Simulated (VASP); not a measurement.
A run of VASP 6.6.1:

The input INCAR:

```
SYSTEM = TiB2
PREC     = Accurate       ! precision mode
ENCUT    = 600            ! plane-wave cutoff, eV
EDIFF    = 1E-6           ! SCF threshold, eV
ISMEAR   = 1              ! smearing method
SIGMA    = 0.05           ! smearing width, eV
LREAL    = .False.        ! projectors in reciprocal space
LASPH    = .True.         ! aspherical terms in the spheres
NELM     = 100            ! most SCF steps
ALGO     = Normal         ! electronic algorithm
ISIF     = 3              ! what is computed and relaxed
LWAVE    = .False.        ! write WAVECAR
LCHARG   = .False.        ! write CHGCAR
GGA      = PE             ! functional
IBRION   = 2              ! ionic algorithm
NSW      = 80             ! ionic steps
EDIFFG   = -0.03          ! ionic threshold
PSTRESS  = 50.0
```

Contents of KPOINTS:

```
regular mesh
0
Gamma
  9 9 5
  0 0 0
```

POSCAR

```
TiB2
1.0
    2.8200000000      0.0000000000      0.0000000000
   -1.4100000000      2.4421916387      0.0000000000
    0.0000000000      0.0000000000      4.5120000000
Ti B
1 2
Direct
    0.0000000000      0.0000000000      0.0000000000
    0.3333333333      0.6666666667      0.2500000000
    0.6666666667      0.3333333333      0.7500000000
```

Potentials or basis: VASP PAW PBE potentials, release 64 (Ti_sv, B).

The run is started by

```sh
$ cat potpaw_PBE.64/Ti_sv/POTCAR potpaw_PBE.64/B/POTCAR > POTCAR
$ mpirun -np 1 vasp_std > vasp.out
```

Hardware: 1 thread of Intel(R) Xeon(R) Platinum 8488C (Sapphire Rapids), on a shared host.

Problem. Estimate the wall time of this run.

Solution. Wall time 3.2 min on 1 thread of Intel(R) Xeon(R) Platinum 8488C (Sapphire Rapids) (shared host), peak memory 0.18 GiB. Counts: scf iterations 211, k points 50, ion steps 22.
